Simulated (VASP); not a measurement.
A run of VASP 6.6.1 is set up as follows.

File INCAR:

```
ALGO = Normal
EDIFF = 1E-6
ENCUT = 500
GGA = PS
GGA_COMPAT = F
ISIF = 2
ISMEAR = 0
LASPH = T
LCHARG = F
LREAL = F
LWAVE = F
NBANDS = 14
NELM = 120
PREC = Accurate
SIGMA = 0.1
```

File KPOINTS:

```
k-points
0
Gamma
  6 6 6
```

POSCAR

```
NaCl
1.0
    0.0000000000      2.6106385515      2.6106385515
    2.6106385515      0.0000000000      2.6106385515
    2.6106385515      2.6106385515      0.0000000000
Na Cl
1 1
Direct
    0.0000000000      0.0000000000      0.0000000000
    0.5000000000      0.5000000000      0.5000000000
```

Potentials or basis: VASP PAW PBE potentials, release 64 (Na_pv, Cl).

Run with:

```sh
$ cat potpaw_PBE.64/Na_pv/POTCAR potpaw_PBE.64/Cl/POTCAR > POTCAR
$ mpirun -np 1 vasp_std > vasp.out
```

Question: Predict the band gap on the k mesh.

Answer: 5.94 eV.

Question: What does it give for the pressure?

Answer: 9.1 GPa.

Caveat: the cell stands under pressure; the PAW data sets were made with another functional, which shifts forces and pressure a little.
